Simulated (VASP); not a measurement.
# Cd (P-1) in VASP: single point with PBE

Aim: the single point of Cd with PBE.

All numbers are computed with VASP 6.6.1; they aren't measurements. Logs are shortened: lines on timing, memory, paths and dates and some standing lists are left out, and cuts for length are marked.

## (1) The cell of the first run

The typed cell holds 2 atoms: a = 3.116 Å, b = 3.407 Å, c = 4.382 Å, α = 93.91°, β = 96.11°, γ = 95.36°.

## (2) Single point, PBE

INCAR reads:

```
SYSTEM = Cd
PREC = Accurate
ENCUT = 500
EDIFF = 1E-6
ISMEAR = 0
SIGMA = 0.15
LREAL = .False.
LASPH = .True.
NELM = 120
ALGO = Normal
ISIF = 2
LWAVE = .False.
LCHARG = .True.
GGA = PE
LELF = .True.
LVHAR = .True.
NBANDS = 19
GGA_COMPAT = .False.
```

KPOINTS reads:

```
Automatic mesh
0
Gamma
  12 10 8
  0 0 0
```

POSCAR reads:

```
Cd
1.0
   -1.5971175009     -1.0912783657     -2.4426652221
   -1.7039903241      2.9425639964      0.2057499657
    3.2909744501      1.7220290175     -2.3259322883
Cd
2
Direct
    0.5004695653      0.5043798788      0.4980318023
   -0.0004695653     -0.0043798788      0.0019681977
```

Potentials or basis: VASP PAW PBE potentials, release 64 (Cd).

Run with:

```console
$ cat potpaw_PBE.64/Cd/POTCAR > POTCAR
$ mpirun -np 1 vasp_std > vasp.out
```

OUTCAR:

```text
SYSTEM = Cd
   PREC = Accurate
   ENCUT = 500
   EDIFF = 1E-6
   ISMEAR = 0
   LREAL = .False.
   LASPH = .True.
   NELM = 120
   ISIF = 2
   GGA = PE

 ion  position               nearest neighbor table
   1  0.500  0.504  0.498-   2 2.89   2 2.90   2 3.20   2 3.25   2 3.27   2 3.29   2 3.30   2 3.33

   2  1.000  0.996  0.002-   1 2.89   1 2.90   1 3.20   1 3.25   1 3.27   1 3.29   1 3.30   1 3.33

  LATTYP: Found a triclinic cell.
 ALAT       =     5.7313867227
 B/A-ratio  =     0.5943679112
 C/A-ratio  =     0.9842432359
 COS(alpha) =     0.0014001713
 COS(beta)  =     0.6398331760
 COS(gamma) =     0.6465679974

  Lattice vectors:

 A1 = (  -4.9949647742,   1.2205349789,   2.5316822540)
 A2 = (  -1.7039903241,   2.9425639964,   0.2057499657)
 A3 = (  -4.8880919510,  -2.8133073832,  -0.1167329338)

Analysis of symmetry for initial positions (statically):
=====================================================================
 Subroutine PRICEL returns:
 Original cell was already a primitive cell.

 Routine SETGRP: Setting up the symmetry group for a
 triclinic supercell.

 Subroutine GETGRP returns: Found  2 space group operations
 (whereof  1 operations were pure point group operations)
 out of a pool of  2 trial point group operations.

The static configuration has the point symmetry C_1 .
 The point group associated with its full space group is S_2 .

Analysis of symmetry for dynamics (positions and initial velocities):
=====================================================================
 Subroutine PRICEL returns:
 Original cell was already a primitive cell.

 Routine SETGRP: Setting up the symmetry group for a
 triclinic supercell.

 Subroutine GETGRP returns: Found  2 space group operations
 (whereof  1 operations were pure point group operations)
 out of a pool of  2 trial point group operations.

The dynamic configuration has the point symmetry C_1 .
 The point group associated with its full space group is S_2 .

 Subroutine INISYM returns: Found  2 space group operations
 (whereof  1 operations are pure point group operations),
 and found     1 'primitive' translations

----------------------------------------------------------------------------------------

                                     Primitive cell

  volume of cell :      45.9052

  direct lattice vectors                    reciprocal lattice vectors
    -1.597117501 -1.091278366 -2.442665222    -0.156812639 -0.071587747 -0.274875830
    -1.703990324  2.942563996  0.205749966    -0.146924168  0.256039442 -0.018322259
     3.290974450  1.722029017 -2.325932288     0.151685902  0.097829592 -0.142884716

  length of vectors
     3.115812281  3.406552355  4.382448833     0.324456054  0.295767835  0.230207046

  position of ions in fractional coordinates (direct lattice)
     0.500469565  0.504379879  0.498031802
     0.999530435  0.995620121  0.001968198

  ion indices of the primitive-cell ions
   primitive index   ion index
                 1           1
                 2           2

----------------------------------------------------------------------------------------

 KPOINTS: Automatic mesh

Automatic generation of k-mesh.
 Grid dimensions read from file:
 generate k-points for:   12   10    8

 Generating k-lattice:

  Cartesian coordinates                     Fractional coordinates (reciprocal lattice)
    -0.013067720 -0.005965646 -0.022906319     0.083333333  0.000000000  0.000000000
    -0.014692417  0.025603944 -0.001832226     0.000000000  0.100000000 -0.000000000
     0.018960738  0.012228699 -0.017860590     0.000000000  0.000000000  0.125000000

  Length of vectors
     0.027038005  0.029576783  0.028775881

  Shift w.r.t. Gamma in fractional coordinates (k-lattice)
     0.000000000  0.000000000  0.000000000

 Subroutine IBZKPT returns following result:
 ===========================================

 Found    484 irreducible k-points:

 Following reciprocal coordinates:
            Coordinates               Weight
  0.000000  0.000000  0.000000      1.000000
  0.083333 -0.000000  0.000000      2.000000
  0.166667  0.000000  0.000000      2.000000
  0.250000  0.000000 -0.000000      2.000000
  0.333333  0.000000  0.000000      2.000000
  0.416667  0.000000 -0.000000      2.000000
[... 16 lines left out ...]
  0.250000  0.200000  0.000000      2.000000
  0.333333  0.200000  0.000000      2.000000
 [... further k-points ...]
   k-points           NKPTS =    484   k-points in BZ     NKDIM =    484   number of bands    NBANDS=     19
   number of dos      NEDOS =    301   number of ions     NIONS =      2
   total plane-waves  NPLWV =  21504
   dimension x,y,z NGX =    24 NGY =   28 NGZ =   32
   dimension x,y,z NGXF=    48 NGYF=   56 NGZF=   64
   ions per type =               2
   NGX,Y,Z   is equivalent  to a cutoff of  12.81, 13.66, 12.14 a.u.
   NGXF,Y,Z  is equivalent  to a cutoff of  25.61, 27.33, 24.28 a.u.
 SYSTEM =  Cd
   PREC   = accura    normal or accurate (medium, high low for compatibility)
   ISTART =      0    job   : 0-new  1-cont  2-samecut
   ICHARG =      2    charge: 1-file 2-atom 10-const
   ISPIN  =      1    spin polarized calculation?
   LNONCOLLINEAR =      F non collinear calculations
   LSORBIT =      F    spin-orbit coupling
   LASPH  =      T    aspherical Exc in radial PAW
   ENCUT  =  500.0 eV  36.75 Ry    6.06 a.u.   5.68  6.21  7.99*2*pi/ulx,y,z
   NELM   =    120;   NELMIN=  2; NELMDL= -5     # of ELM steps
   EDIFF  = 0.1E-05   stopping-criterion for ELM
   LREAL  =      F    real-space projection
   EDIFFG = 0.1E-04   stopping-criterion for IOM
   NSW    =      0    number of steps for IOM
   IBRION =     -1    ionic relax: 0-MD 1-quasi-New 2-CG
   NFREE  =      0    steps in history (QN), initial steepest desc. (CG)
   ISIF   =      2    stress and relaxation
   ISYM   =      2    0-nonsym 1-usesym 2-fastsym
   POTIM  = 0.5000    time-step for ionic-motion
   TEBEG  =    0.0;   TEEND  =   0.0 temperature during run
   PSTRESS=    0.0 pullay stress
   NELECT =      24.0000    total number of electrons
   NUPDOWN=      -1.0000    fix difference up-down
   EMIN   =  10.00;   EMAX   =-10.00  energy-range for DOS
   EFERMI =   0.00;   METHOD = LEGACY
   ISMEAR =     0;   SIGMA  =   0.15  broadening in eV -4-tet -1-fermi 0-gaus
   EFERMI_NEDOS =   21; number of points for ismear=-14 and -15
   IALGO  =     38    algorithm
   IMIX   =      4    mixing-type and parameters
     AMIX     =   0.40;   BMIX     =  1.00
     AMIX_MAG =   1.60;   BMIX_MAG =  1.00
  volume/ion in A,a.u.               =      22.95       154.89
  Fermi-wavevector in a.u.,A,eV,Ry     =   1.318838  2.492242 23.665061  1.739333
  Thomas-Fermi vector in A             =   2.448779
   LORBIT       =      0    0 simple, 1 ext, 2 COOP (PROOUT), +10 PAW based schemes
   GGA     = PE    functional components
   LHFCALC =     F    Hartree Fock is set to
   AEXX    =    0.0000 exact exchange contribution
   IVDW    =     0    specifies the selected vdW correction
   LEPSILON=     F    determine dielectric tensor
   LRPA    =     F    only Hartree local field effects (RPA)
 non-spin polarized calculation
 Gauss-broadening in eV      SIGMA  =   0.15
  energy-cutoff  :      500.00
  volume of cell :       45.91
 maximum number of plane-waves:      1182
   NGX = 11   NGY = 13   NGZ = 15

 number of electron      23.9999988 magnetization

 Free energy of the ion-electron system (eV)
  ---------------------------------------------------
  ext. energy  EPLUGINS =         0.00000000
  ---------------------------------------------------
  free energy    TOTEN  =        -1.43684769 eV

  energy without entropy =       -1.42822707  energy(sigma->0) =       -1.43253738

 E-fermi :   2.4929     XC(G=0): -10.7073

 val. band max:        2.4823059943   @ k =  -0.0000   0.1000   0.0000
 cond. band min:       2.4970072070   @ k =   0.3333   0.5000   0.5000
 fundamental gap:      0.0147012127
 Fermi energy:         2.4928592764

 k-point     1 :       0.0000    0.0000    0.0000
  band No.  band energies     occupation
      1      -7.1365      2.00000
      2      -7.0559      2.00000
      3      -6.9578      2.00000
      4      -6.6469      2.00000
      5      -6.2682      2.00000
      6      -6.1891      2.00000
[... 11 lines left out ...]
     18      14.3046      0.00000
     19      15.7367      0.00000

 k-point     2 :       0.0833   -0.0000    0.0000
  band No.  band energies     occupation
      1      -7.0840      2.00000
      2      -7.0337      2.00000
      3      -6.9373      2.00000
      4      -6.6153      2.00000
      5      -6.2652      2.00000
      6      -6.1970      2.00000
[... 11 lines left out ...]
     18      14.7642      0.00000
     19      15.7493      0.00000

 k-point     3 :       0.1667    0.0000    0.0000
  band No.  band energies     occupation
      1      -6.9762      2.00000
      2      -6.9327      2.00000
      3      -6.8804      2.00000
      4      -6.5552      2.00000
      5      -6.2735      2.00000
      6      -6.2209      2.00000
[... 11 lines left out ...]
     18      14.5967      0.00000
     19      17.2502      0.00000

 k-point     4 :       0.2500    0.0000   -0.0000
  band No.  band energies     occupation
      1      -6.8798      2.00000
      2      -6.7997      2.00000
      3      -6.7318      2.00000
      4      -6.5149      2.00000
      5      -6.3013      2.00000
      6      -6.2346      2.00000
[... 407 lines left out ...]
     18      14.1766      0.00000
     19      16.5959      0.00000

 k-point    23 :       0.2500    0.2000    0.0000
  band No.  band energies     occupation
      1      -6.7225      2.00000
      2      -6.7139      2.00000
      3      -6.6291      2.00000
      4      -6.5007      2.00000
      5      -6.4255      2.00000
      6      -6.3466      2.00000
[... 11 lines left out ...]
     18      14.0949      0.00000
     19      15.1886      0.00000

 k-point    24 :       0.3333    0.2000    0.0000
  band No.  band energies     occupation
      1      -6.7825      2.00000
      2      -6.6960      2.00000
      3      -6.6323      2.00000
      4      -6.6022      2.00000
      5      -6.4213      2.00000
      6      -6.2120      2.00000
[... 11 lines left out ...]
     18      13.2147      0.00000
     19      14.3206      0.00000

 [... further k-points ...]

------------------------ aborting loop because EDIFF is reached ----------------------------------------

  FORCE on cell =-STRESS in cart. coord.  units (eV):
  Direction    XX          YY          ZZ          XY          YZ          ZX
  --------------------------------------------------------------------------------------
  -------------------------------------------------------------------------------------
  Total        0.3268757      0.1525587      0.5799464      0.0106698     -0.7502648      0.0548392
  in kB       11.4085788      5.3245883     20.2412245      0.3723950    -26.1856592      1.9139907
  external PRESSURE =      12.3247972 kB  Pullay stress =       0.0000000 kB

 VOLUME and BASIS-vectors are now :
 -----------------------------------------------------------------------------
  energy-cutoff  :      500.00
  volume of cell :       45.91
      direct lattice vectors                 reciprocal lattice vectors
    -1.597117501 -1.091278366 -2.442665222    -0.156812639 -0.071587747 -0.274875830
    -1.703990324  2.942563996  0.205749966    -0.146924168  0.256039442 -0.018322259
     3.290974450  1.722029017 -2.325932288     0.151685902  0.097829592 -0.142884716

 POSITION                                       TOTAL-FORCE (eV/Angst)
 -----------------------------------------------------------------------------------
     -0.01976      1.79564     -2.27709         0.021591     -0.006493     -0.009157
     -3.28642      1.84230     -2.24125        -0.021591      0.006493      0.009157
 -----------------------------------------------------------------------------------
    total drift:                               -0.000000      0.000000     -0.000000

  FREE ENERGIE OF THE ION-ELECTRON SYSTEM (eV)
  ---------------------------------------------------
  free  energy   TOTEN  =        -1.4368476939 eV

  energy  without entropy=       -1.4282270681  energy(sigma->0) =       -1.43253738
```

It took 6.3 min on 1 thread of Intel Xeon 8259CL, shared host; peak memory 0.41 GiB.

What came out:

- Free energy: -1.4368 eV
- Pressure: 1.2 GPa
- Largest force: 0.024 eV/Å
- Band gap on the k mesh: zero (bands 12 and 13 overlap by 3.63 eV)

Forces on the atoms (eV/Å):
```
Cd   0.022 -0.006 -0.009
Cd  -0.022  0.006  0.009
```

Levels at points of the mesh, in eV from the Fermi level:
| k point | band 9 | band 10 | band 11 | band 12 | band 13 | band 14 | band 15 | band 16 |
| --- | --- | --- | --- | --- | --- | --- | --- | --- |
| (0.00, 0.00, 0.00) | -8.39 | -8.32 | -8.02 | -0.20 | 1.99 | 4.92 | 7.74 | 8.99 |
| (0.50, 0.00, 0.00) | -8.61 | -8.60 | -3.62 | -3.62 | 3.86 | 3.95 | 6.70 | 6.78 |
| (0.00, 0.50, 0.00) | -8.61 | -8.57 | -4.49 | -4.43 | 3.68 | 3.88 | 5.63 | 5.63 |
| (0.50, 0.50, 0.00) | -8.19 | -8.01 | -1.41 | -0.21 | -0.05 | 2.04 | 5.67 | 5.77 |
| (0.00, 0.00, 0.50) | -8.53 | -8.51 | -6.11 | -6.05 | 7.41 | 7.63 | 9.87 | 9.94 |
| (0.50, 0.00, 0.50) | -8.22 | -8.07 | -2.28 | -1.78 | -1.39 | 0.24 | 9.41 | 9.50 |
| (0.00, 0.50, 0.50) | -8.28 | -8.17 | -2.54 | -2.49 | -2.05 | -1.12 | 10.75 | 11.87 |
| (0.50, 0.50, 0.50) | -8.27 | -8.27 | 0.92 | 0.93 | 1.41 | 1.45 | 2.63 | 2.74 |
